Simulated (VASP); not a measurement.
# Zr3CN3 (Pm-3m) in VASP: further runs

Zr3CN3 is run at these levels: PBE; tasks: single point, relaxation of cell and atoms.

Program: VASP 6.6.1. These are calculated values, not measurements. Logs are shortened: lines on timing, memory, paths and dates and some standing lists are left out, and cuts for length are marked.

### 1 The cell of the first run

The structure is cubic, space group Pm-3m (No. 221). Conventional cell: a = 4.551 Å, b = 4.551 Å, c = 4.551 Å, α = 90.00°, β = 90.00°, γ = 90.00°. Within 3.0 Å of Zr (site symmetry 4/mmm) lie 2 C at 2.28 Å and 4 N at 2.28 Å. C (site symmetry m-3m) has 6 Zr at 2.28 Å within 3.0 Å. Within 3.0 Å of N (site symmetry 4/mmm) lie 4 Zr at 2.28 Å.

### 2 Single point, PBE

INCAR reads:

```
SYSTEM = Zr3CN3
PREC = Accurate ; ENCUT = 520
EDIFF = 1E-6 ; ISMEAR = 0
SIGMA = 0.1 ; LREAL = .FALSE.
LASPH = .TRUE. ; NELM = 100
ALGO = Normal ; ISIF = 2
LWAVE = .FALSE. ; LCHARG = .TRUE.
GGA = PE ; LELF = .TRUE.
LVHAR = .TRUE. ; NBANDS = 36
```

KPOINTS reads:

```
regular mesh
0
G
  8 8 8
  0 0 0
```

POSCAR reads:

```
Zr3CN3
1.0
    4.5510305199      0.0000000000      0.0000000000
    0.0000000000      4.5510305199      0.0000000000
    0.0000000000      0.0000000000      4.5510305199
Zr C N
3 1 3
Direct
    0.5000000000      0.0000000000      0.0000000000
    0.0000000000      0.5000000000      0.0000000000
    0.0000000000      0.0000000000      0.5000000000
    0.0000000000      0.0000000000      0.0000000000
    0.0000000000      0.5000000000      0.5000000000
    0.5000000000      0.0000000000      0.5000000000
    0.5000000000      0.5000000000      0.0000000000
```

Potentials or basis: VASP PAW PBE potentials, release 64 (Zr_sv, C, N).

The run is started by

```console
$ cat potpaw_PBE.64/Zr_sv/POTCAR potpaw_PBE.64/C/POTCAR potpaw_PBE.64/N/POTCAR > POTCAR
$ mpirun -np 1 vasp_std > vasp.out
```

OUTCAR:

```text
SYSTEM = Zr3CN3
   PREC = Accurate
   ENCUT = 520
   EDIFF = 1E-6
   ISMEAR = 0
   LREAL = .FALSE.
   LASPH = .TRUE.
   NELM = 100
   ISIF = 2
   GGA = PE

 ion  position               nearest neighbor table
   1  0.500  0.000  0.000-   4 2.28   6 2.28   7 2.28   6 2.28   7 2.28   4 2.28   3 3.22   2 3.22
                             2 3.22   2 3.22   3 3.22   3 3.22   3 3.22   2 3.22
   2  0.000  0.500  0.000-   4 2.28   5 2.28   7 2.28   5 2.28   4 2.28   7 2.28   3 3.22   1 3.22
                             3 3.22   1 3.22   3 3.22   1 3.22   3 3.22   1 3.22
   3  0.000  0.000  0.500-   4 2.28   5 2.28   6 2.28   4 2.28   5 2.28   6 2.28   2 3.22   2 3.22
                             2 3.22   1 3.22   2 3.22   1 3.22   1 3.22   1 3.22
   4  0.000  0.000  0.000-   1 2.28   2 2.28   3 2.28   3 2.28   2 2.28   1 2.28
   5  0.000  0.500  0.500-   2 2.28   3 2.28   2 2.28   3 2.28
   6  0.500  0.000  0.500-   1 2.28   3 2.28   1 2.28   3 2.28
   7  0.500  0.500  0.000-   1 2.28   2 2.28   1 2.28   2 2.28

  LATTYP: Found a simple cubic cell.
 ALAT       =     4.5510305199

  Lattice vectors:

 A1 = (   4.5510305199,   0.0000000000,   0.0000000000)
 A2 = (   0.0000000000,   4.5510305199,   0.0000000000)
 A3 = (   0.0000000000,   0.0000000000,   4.5510305199)

Analysis of symmetry for initial positions (statically):
=====================================================================
 Subroutine PRICEL returns:
 Original cell was already a primitive cell.

 Routine SETGRP: Setting up the symmetry group for a
 simple cubic supercell.

 Subroutine GETGRP returns: Found 48 space group operations
 (whereof 48 operations were pure point group operations)
 out of a pool of 48 trial point group operations.

The static configuration has the point symmetry O_h .

Analysis of symmetry for dynamics (positions and initial velocities):
=====================================================================
 Subroutine PRICEL returns:
 Original cell was already a primitive cell.

 Routine SETGRP: Setting up the symmetry group for a
 simple cubic supercell.

 Subroutine GETGRP returns: Found 48 space group operations
 (whereof 48 operations were pure point group operations)
 out of a pool of 48 trial point group operations.

The dynamic configuration has the point symmetry O_h .

 Subroutine INISYM returns: Found 48 space group operations
 (whereof 48 operations are pure point group operations),
 and found     1 'primitive' translations

----------------------------------------------------------------------------------------

                                     Primitive cell

  volume of cell :      94.2604

  direct lattice vectors                    reciprocal lattice vectors
     4.551030520  0.000000000  0.000000000     0.219730453  0.000000000  0.000000000
     0.000000000  4.551030520  0.000000000     0.000000000  0.219730453  0.000000000
     0.000000000  0.000000000  4.551030520     0.000000000  0.000000000  0.219730453

  length of vectors
     4.551030520  4.551030520  4.551030520     0.219730453  0.219730453  0.219730453

  position of ions in fractional coordinates (direct lattice)
     0.500000000  0.000000000  0.000000000
     0.000000000  0.500000000  0.000000000
     0.000000000  0.000000000  0.500000000
     0.000000000  0.000000000  0.000000000
     0.000000000  0.500000000  0.500000000
     0.500000000  0.000000000  0.500000000
     0.500000000  0.500000000  0.000000000

  ion indices of the primitive-cell ions
   primitive index   ion index
                 1           1
                 2           2
                 3           3
                 4           4
                 5           5
                 6           6
                 7           7

----------------------------------------------------------------------------------------

 KPOINTS: regular mesh

Automatic generation of k-mesh.
 Grid dimensions read from file:
 generate k-points for:    8    8    8

 Generating k-lattice:

  Cartesian coordinates                     Fractional coordinates (reciprocal lattice)
     0.027466307  0.000000000  0.000000000     0.125000000  0.000000000  0.000000000
     0.000000000  0.027466307  0.000000000     0.000000000  0.125000000  0.000000000
     0.000000000  0.000000000  0.027466307     0.000000000  0.000000000  0.125000000

  Length of vectors
     0.027466307  0.027466307  0.027466307

  Shift w.r.t. Gamma in fractional coordinates (k-lattice)
     0.000000000  0.000000000  0.000000000

 Subroutine IBZKPT returns following result:
 ===========================================

 Found     35 irreducible k-points:

 Following reciprocal coordinates:
            Coordinates               Weight
  0.000000  0.000000  0.000000      1.000000
  0.125000  0.000000  0.000000      6.000000
  0.250000  0.000000  0.000000      6.000000
  0.375000  0.000000  0.000000      6.000000
  0.500000  0.000000  0.000000      3.000000
  0.125000  0.125000  0.000000     12.000000
[... 16 lines left out ...]
  0.375000  0.375000  0.125000     24.000000
  0.500000  0.375000  0.125000     24.000000
 [... further k-points ...]
   k-points           NKPTS =     35   k-points in BZ     NKDIM =     35   number of bands    NBANDS=     36
   number of dos      NEDOS =    301   number of ions     NIONS =      7
   total plane-waves  NPLWV =  46656
   dimension x,y,z NGX =    36 NGY =   36 NGZ =   36
   dimension x,y,z NGXF=    72 NGYF=   72 NGZF=   72
   ions per type =               3   1   3
   NGX,Y,Z   is equivalent  to a cutoff of  13.15, 13.15, 13.15 a.u.
   NGXF,Y,Z  is equivalent  to a cutoff of  26.30, 26.30, 26.30 a.u.
 SYSTEM =  Zr3CN3
   PREC   = accura    normal or accurate (medium, high low for compatibility)
   ISTART =      0    job   : 0-new  1-cont  2-samecut
   ICHARG =      2    charge: 1-file 2-atom 10-const
   ISPIN  =      1    spin polarized calculation?
   LNONCOLLINEAR =      F non collinear calculations
   LSORBIT =      F    spin-orbit coupling
   LASPH  =      T    aspherical Exc in radial PAW
   ENCUT  =  520.0 eV  38.22 Ry    6.18 a.u.   8.46  8.46  8.46*2*pi/ulx,y,z
   NELM   =    100;   NELMIN=  2; NELMDL= -5     # of ELM steps
   EDIFF  = 0.1E-05   stopping-criterion for ELM
   LREAL  =      F    real-space projection
   EDIFFG = 0.1E-04   stopping-criterion for IOM
   NSW    =      0    number of steps for IOM
   IBRION =     -1    ionic relax: 0-MD 1-quasi-New 2-CG
   NFREE  =      0    steps in history (QN), initial steepest desc. (CG)
   ISIF   =      2    stress and relaxation
   ISYM   =      2    0-nonsym 1-usesym 2-fastsym
   POTIM  = 0.5000    time-step for ionic-motion
   TEBEG  =    0.0;   TEEND  =   0.0 temperature during run
   PSTRESS=    0.0 pullay stress
   NELECT =      55.0000    total number of electrons
   NUPDOWN=      -1.0000    fix difference up-down
   EMIN   =  10.00;   EMAX   =-10.00  energy-range for DOS
   EFERMI =   0.00;   METHOD = LEGACY
   ISMEAR =     0;   SIGMA  =   0.10  broadening in eV -4-tet -1-fermi 0-gaus
   EFERMI_NEDOS =   21; number of points for ismear=-14 and -15
   IALGO  =     38    algorithm
   IMIX   =      4    mixing-type and parameters
     AMIX     =   0.40;   BMIX     =  1.00
     AMIX_MAG =   1.60;   BMIX_MAG =  1.00
  volume/ion in A,a.u.               =      13.47        90.87
  Fermi-wavevector in a.u.,A,eV,Ry     =   1.368000  2.585144 25.462255  1.871423
  Thomas-Fermi vector in A             =   2.494003
   LORBIT       =      0    0 simple, 1 ext, 2 COOP (PROOUT), +10 PAW based schemes
   GGA     = PE    functional components
   LHFCALC =     F    Hartree Fock is set to
   AEXX    =    0.0000 exact exchange contribution
   IVDW    =     0    specifies the selected vdW correction
   LEPSILON=     F    determine dielectric tensor
   LRPA    =     F    only Hartree local field effects (RPA)
 non-spin polarized calculation
 Gauss-broadening in eV      SIGMA  =   0.10
  energy-cutoff  :      520.00
  volume of cell :       94.26
 maximum number of plane-waves:      2560
 NGX is ok and might be reduce to    36
   NGX = 17   NGY = 17   NGZ = 17

 number of electron      55.0000003 magnetization

 Free energy of the ion-electron system (eV)
  ---------------------------------------------------
  ext. energy  EPLUGINS =         0.00000000
  ---------------------------------------------------
  free energy    TOTEN  =       -66.12307884 eV

  energy without entropy =      -66.10360859  energy(sigma->0) =      -66.11334372

 E-fermi :   7.1350     XC(G=0): -11.3759

 val. band max:        7.1280488430   @ k =   0.1250   0.1250   0.0000
 cond. band min:       7.1525143767   @ k =   0.5000   0.3750   0.3750
 fundamental gap:      0.0244655337
 Fermi energy:         7.1349629903

 k-point     1 :       0.0000    0.0000    0.0000
  band No.  band energies     occupation
      1     -40.7783      2.00000
      2     -40.6289      2.00000
      3     -40.6289      2.00000
      4     -19.1991      2.00000
      5     -19.1991      2.00000
      6     -19.1991      2.00000
[... 28 lines left out ...]
     35      11.0113      0.00000
     36      11.0113      0.00000

 k-point     2 :       0.1250    0.0000    0.0000
  band No.  band energies     occupation
      1     -40.7732      2.00000
      2     -40.6339      2.00000
      3     -40.6288      2.00000
      4     -19.1849      2.00000
      5     -19.1849      2.00000
      6     -19.1803      2.00000
[... 28 lines left out ...]
     35      11.0529      0.00000
     36      11.7676      0.00000

 k-point     3 :       0.2500    0.0000    0.0000
  band No.  band energies     occupation
      1     -40.7592      2.00000
      2     -40.6479      2.00000
      3     -40.6286      2.00000
      4     -19.1472      2.00000
      5     -19.1472      2.00000
      6     -19.1240      2.00000
[... 28 lines left out ...]
     35      11.2697      0.00000
     36      12.7975      0.00000
[... 742 lines left out ...]
 k-point    23 :       0.3750    0.3750    0.1250
  band No.  band energies     occupation
      1     -40.7069      2.00000
      2     -40.6708      2.00000
      3     -40.6564      2.00000
      4     -19.3212      2.00000
      5     -19.1202      2.00000
      6     -18.9422      2.00000
[... 28 lines left out ...]
     35      12.4224      0.00000
     36      12.4320      0.00000

 k-point    24 :       0.5000    0.3750    0.1250
  band No.  band energies     occupation
      1     -40.6956      2.00000
      2     -40.6781      2.00000
      3     -40.6602      2.00000
      4     -19.3319      2.00000
      5     -19.1527      2.00000
      6     -18.9456      2.00000
[... 28 lines left out ...]
     35      12.0111      0.00000
     36      12.3363      0.00000

 [... further k-points ...]

------------------------ aborting loop because EDIFF is reached ----------------------------------------

  FORCE on cell =-STRESS in cart. coord.  units (eV):
  Direction    XX          YY          ZZ          XY          YZ          ZX
  --------------------------------------------------------------------------------------
  -------------------------------------------------------------------------------------
  Total        0.0926516      0.0926516      0.0926516     -0.0000000      0.0000000     -0.0000000
  in kB        1.5748329      1.5748329      1.5748329     -0.0000000      0.0000000     -0.0000000
  external PRESSURE =       1.5748329 kB  Pullay stress =       0.0000000 kB

 VOLUME and BASIS-vectors are now :
 -----------------------------------------------------------------------------
  energy-cutoff  :      520.00
  volume of cell :       94.26
      direct lattice vectors                 reciprocal lattice vectors
     4.551030520  0.000000000  0.000000000     0.219730453  0.000000000  0.000000000
     0.000000000  4.551030520  0.000000000     0.000000000  0.219730453  0.000000000
     0.000000000  0.000000000  4.551030520     0.000000000  0.000000000  0.219730453

 POSITION                                       TOTAL-FORCE (eV/Angst)
 -----------------------------------------------------------------------------------
      2.27552      0.00000      0.00000         0.000000      0.000000      0.000000
      0.00000      2.27552      0.00000         0.000000      0.000000      0.000000
      0.00000      0.00000      2.27552         0.000000      0.000000      0.000000
      0.00000      0.00000      0.00000         0.000000      0.000000      0.000000
      0.00000      2.27552      2.27552         0.000000      0.000000      0.000000
      2.27552      0.00000      2.27552         0.000000      0.000000      0.000000
      2.27552      2.27552      0.00000         0.000000      0.000000      0.000000
 -----------------------------------------------------------------------------------
    total drift:                                0.000000     -0.000000     -0.000000

  FREE ENERGIE OF THE ION-ELECTRON SYSTEM (eV)
  ---------------------------------------------------
  free  energy   TOTEN  =       -66.1230788413 eV

  energy  without entropy=      -66.1036085945  energy(sigma->0) =      -66.11334372
```

Wall time 50 s (1 thread of Intel Xeon 6975P-C (Granite Rapids), shared host); peak memory 0.25 GiB.

What came out:

```
Free energy : -66.1231 eV
Pressure    : 0.2 GPa
```

### 3 Relaxation of cell and atoms, PBE

INCAR reads:

```
SYSTEM = Zr3CN3
  PREC = Accurate
  ENCUT = 600
  EDIFF = 1E-6
  ISMEAR = 0
  SIGMA = 0.1
  LREAL = .FALSE.
  LASPH = .TRUE.
  NELM = 100
  ALGO = Normal
  ISIF = 3
  LWAVE = .FALSE.
  LCHARG = .FALSE.
  GGA = PE
  IBRION = 2
  NSW = 100
  EDIFFG = -0.01
```

KPOINTS reads:

```
Automatic mesh
0
G
  8 8 8
  0 0 0
```

POSCAR is that of step 2.

Potentials or basis: VASP PAW PBE potentials, release 64 (Zr_sv, C, N).

The run is started by

```console
$ cat potpaw_PBE.64/Zr_sv/POTCAR potpaw_PBE.64/C/POTCAR potpaw_PBE.64/N/POTCAR > POTCAR
$ mpirun -np 1 vasp_std > vasp.out
```

Wall time 60 s (1 thread of Intel Xeon 6975P-C (Granite Rapids), shared host); peak memory 0.26 GiB.

The run converged. Its results:

- Free energy: -66.1292 eV
- Pressure after relaxing: 0.1 GPa

Final structure:
```
Zr C N
1.0
     4.55103    0.00000    0.00000
     0.00000    4.55103    0.00000
     0.00000    0.00000    4.55103
Zr C N
3 1 3
Direct
  0.50000 0.00000 0.00000
  0.00000 0.50000 0.00000
  0.00000 0.00000 0.50000
  0.00000 0.00000 0.00000
  0.00000 0.50000 0.50000
  0.50000 0.00000 0.50000
  0.50000 0.50000 0.00000
```

Levels at points of the mesh, in eV from the Fermi level:
| k point | band 24 | band 25 | band 26 | band 27 | band 28 | band 29 | band 30 | band 31 |
| --- | --- | --- | --- | --- | --- | --- | --- | --- |
| (0.00, 0.00, 0.00) | -0.55 | -0.55 | -0.03 | -0.03 | -0.03 | 0.47 | 0.47 | 0.47 |
| (0.50, 0.00, 0.00) | -0.77 | -0.64 | -0.64 | -0.37 | -0.35 | -0.35 | 2.51 | 3.35 |
| (0.50, 0.50, 0.00) | -2.12 | -2.06 | -1.67 | -1.67 | 0.58 | 3.63 | 3.66 | 3.66 |
| (0.50, 0.50, 0.50) | -2.86 | -2.86 | -2.86 | 0.02 | 0.02 | 4.93 | 4.93 | 4.93 |

Caveat: the relaxation stopped at its first step, so nothing moved.

### 4 Single point, PBE

This run uses another cell than the first one, of 14.15 Å³/atom, 1.051 times its volume.

INCAR reads:

```
  ALGO = Normal
  EDIFF = 1E-7
  ENCUT = 520
  GGA = PE
  ISIF = 2
  ISMEAR = 0
  LASPH = T
  LCHARG = F
  LREAL = F
  LWAVE = F
  NBANDS = 36
  NELM = 100
  PREC = Accurate
  SIGMA = 0.1
```

KPOINTS reads:

```
k-points
0
Gamma
  4 4 4
```

POSCAR: that of step 3 with these lines changed.

```diff
@@ -2,5 +2,5 @@
 1.0
-    4.5510305199      0.0000000000      0.0000000000
-    0.0000000000      4.5510305199      0.0000000000
-    0.0000000000      0.0000000000      4.5510305199
+    4.6265626300      0.0000000000      0.0000000000
+    0.0000000000      4.6265626300      0.0000000000
+    0.0000000000      0.0000000000      4.6265626300
 Zr C N
```

The run is started by

```console
$ cat potpaw_PBE.64/Zr_sv/POTCAR potpaw_PBE.64/C/POTCAR potpaw_PBE.64/N/POTCAR > POTCAR
$ mpirun -np 1 vasp_std > vasp.out
```

Run time: 25 s. Hardware: 1 thread of Intel Xeon 6975P-C (Granite Rapids), shared host; peak memory 0.2 GiB.

Results (log left out):

```
Free energy : -66.0419 eV
Pressure    : -9.2 GPa
```

Levels at points of the mesh, in eV from the Fermi level:
```tsv
k point	band 24	band 25	band 26	band 27	band 28	band 29	band 30	band 31
(0.00, 0.00, 0.00)	-0.50	-0.50	-0.01	-0.01	-0.01	0.51	0.51	0.51
(0.50, 0.00, 0.00)	-0.70	-0.59	-0.59	-0.30	-0.30	-0.18	2.52	3.28
(0.50, 0.50, 0.00)	-1.95	-1.91	-1.61	-1.61	0.55	3.57	3.59	3.59
(0.50, 0.50, 0.50)	-2.64	-2.64	-2.64	0.03	0.03	4.76	4.76	4.76
```

### 5 Summary

| task | cell | k mesh | cutoff (eV) | gap on the mesh (eV) | pressure (GPa) |
| --- | --- | --- | --- | --- | --- |
| single point | a = 4.551 Å, 7 atoms | 8 × 8 × 8 | 520 | none | 0.2 |
| relaxation of cell and atoms | relaxed from a = 4.551 Å, 7 atoms | 8 × 8 × 8 | 600 | none | 0.1 |
| single point | a = 4.627 Å, 7 atoms | 4 × 4 × 4 | 520 | none | -9.2 |

Alike in all rows: level PBE; potentials or basis VASP PAW PBE potentials, release 64 (Zr_sv, C, N); no spin polarisation; smearing gaussian 0.1 eV.

Caveats: the relaxation stopped at its first step, so nothing moved (some runs).

Absolute energies hang on the potentials; compare differences alone.
